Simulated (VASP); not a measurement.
The system is YPt3.

```
Y Pt
1.0
     4.06900    0.00000    0.00000
     0.00000    4.06900    0.00000
     0.00000    0.00000    4.06900
Y Pt
1 3
Direct
  0.00000 0.00000 0.00000
  0.00000 0.50000 0.50000
  0.50000 0.00000 0.50000
  0.50000 0.50000 0.00000
```

* Program: VASP 6.6.1
* Task: relaxation of cell and atoms
* Functional: LDA
* Potentials or basis: VASP PAW LDA potentials, release 64 (Y_sv, Pt)
* Cutoff: 600 eV
* k mesh: 6 × 6 × 6
* Occupations: gaussian, width 0.05 eV
* Spin: no spin polarisation

At the start: pressure -5.0 GPa; volume 16.84 Å³/atom.

Q: How do energy, volume and symmetry change on relaxing?

A: Over 4 steps the energy falls by 6.7 meV/atom and the volume is 16.43 Å³/atom (-2.5 %); space group Pm-3m (No. 221, to 0.05 Å).

The path:
| step | energy change (eV) | largest force (eV/Å) | pressure (GPa) | volume (Å³) |
| --- | --- | --- | --- | --- |
| 1 | 0.0000 | 0.0000 | -5.01 | 67.37 |
| 2 | 0.0989 | 0.0000 | 12.69 | 62.36 |
| 3 | -0.0267 | 0.0000 | -0.10 | 65.73 |
| 4 | -0.0267 | 0.0000 | 0.00 | 65.70 |

Final structure:
```cif
data_structure
_symmetry_space_group_name_H-M 'P 1'
_symmetry_Int_Tables_number 1
_cell_length_a 4.0351
_cell_length_b 4.0351
_cell_length_c 4.0351
_cell_angle_alpha 90.000
_cell_angle_beta 90.000
_cell_angle_gamma 90.000
_cell_volume 65.70
loop_
_atom_site_label
_atom_site_type_symbol
_atom_site_fract_x
_atom_site_fract_y
_atom_site_fract_z
_atom_site_occupancy
Y1 Y 0.00000 0.00000 0.00000 1
Pt1 Pt 0.00000 0.50000 0.50000 1
Pt2 Pt 0.50000 0.00000 0.50000 1
Pt3 Pt 0.50000 0.50000 0.00000 1
```
